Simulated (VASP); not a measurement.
**As: single point with PBE**

The system is As, a slab with vacuum.

```
As
1.0
     3.57490    0.00000    0.00000
    -1.78745    3.09596    0.00000
     0.00000    0.00000   26.41564
As
2
Direct
  0.33333 0.66667 0.32062
  0.66667 0.33333 0.37245
```

```yaml
Program: VASP 6.6.1
Task: single point
Functional: PBE
Potentials_or_basis: VASP PAW PBE potentials, release 64 (As)
Cutoff: 520 eV
k_mesh: 6 × 6 × 1
Occupations: gaussian, width 0.01 eV
Spin: no spin polarisation
```

- Largest force: 0.460 eV/Å
- Band gap on the k mesh: 1.67 eV (least direct gap 2.06 eV)

Forces in eV/Å, atoms in the order of the input:
```
As   0.000  0.000 -0.460
As   0.000  0.000  0.460
```

Levels at points of the mesh, in eV from the valence-band top:
```tsv
k point	band 2	band 3	band 4	band 5	band 6	band 7	band 8	band 9
(0.00, 0.00, 0.00)	-7.07	-0.48	0.00	0.00	2.06	3.61	3.61	4.90
(0.50, 0.00, 0.00)	-9.15	-3.39	-1.94	-1.52	2.00	3.28	4.72	6.36
```

It took 47 s on 1 thread of AMD EPYC 7R13, with other jobs on the host, peak memory 0.33 GiB.
